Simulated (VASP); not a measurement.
Runs of VASP 6.6.1 on CrO2. The structure is that of space group Fm-3m (No. 225), or close to it. The cells are those of the table. 

```csv
task,level,potentials or basis,cell,cutoff (eV),gap on the mesh (eV),pressure (GPa),moment (μB),relaxed volume (Å³/atom)
single point,LDA,"VASP PAW LDA potentials, release 64 (Cr_pv, O)","a = 3.256 Å, angles 60.0°, 3 atoms",520,0.82,0.8,2.00,-
single point,PBE,"VASP PAW PBE potentials, release 64 (Cr_pv, O)","a = 3.329 Å, angles 60.0°, 3 atoms",520,0.74,0.7,2.00,-
relaxation of cell and atoms,LDA,"VASP PAW LDA potentials, release 64 (Cr_pv, O)","relaxed from a = 3.370 Å, angles 60.0°, 3 atoms",600,0.83,-0.2,2.00,(b)
relaxation of cell and atoms,PBE,"VASP PAW PBE potentials, release 64 (Cr_pv, O)","relaxed from a = 3.370 Å, angles 60.0°, 3 atoms",600,(a),0.0,2.00,8.71
```

Alike in all rows: spin collinear, ferromagnetic start; k mesh 7 × 7 × 7; smearing fermi-dirac 0.05 eV.

Task: Fill in the values left out.

Result: (a) 0.73; (b) 8.15.

Caveats: an empty level that is flat over the whole mesh can mark a ghost state of the potentials, or a narrow d or f band; an odd mesh through Γ misses points on the zone boundary, where band edges can lie; a cell with one magnetic atom can't hold antiferromagnetic order, which such compounds often take.
